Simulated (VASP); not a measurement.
A run of VASP 6.6.1 is set up as follows.

The input INCAR:

```
  PREC = Accurate
  ENCUT = 520
  EDIFF = 1E-7
  ISMEAR = -1
  SIGMA = 0.05
  LREAL = F
  LASPH = T
  NELM = 150
  ALGO = Fast
  ISIF = 2
  LWAVE = F
  LCHARG = F
  ISPIN = 2
  MAGMOM = 2
  LORBIT = 11
  LMAXMIX = 4
  NBANDS = 16
```

The input KPOINTS:

```
regular mesh
0
Gamma
  12 12 12
```

POSCAR

```
V
1.0
   -1.5243791002      1.5243791002      1.5243791002
    1.5243791002     -1.5243791002      1.5243791002
    1.5243791002      1.5243791002     -1.5243791002
V
1
Direct
    0.0000000000      0.0000000000      0.0000000000
```

Potentials or basis: VASP PAW LDA potentials, release 64 (V_sv).

Launch:

```console
$ cat potpaw_LDA.64/V_sv/POTCAR > POTCAR
$ mpirun -np 1 vasp_std > vasp.out
```

Q: What does it give for the pressure?

A: -20.0 GPa.

Q: What does it give for the net moment?

A: 0.00 μB per cell.
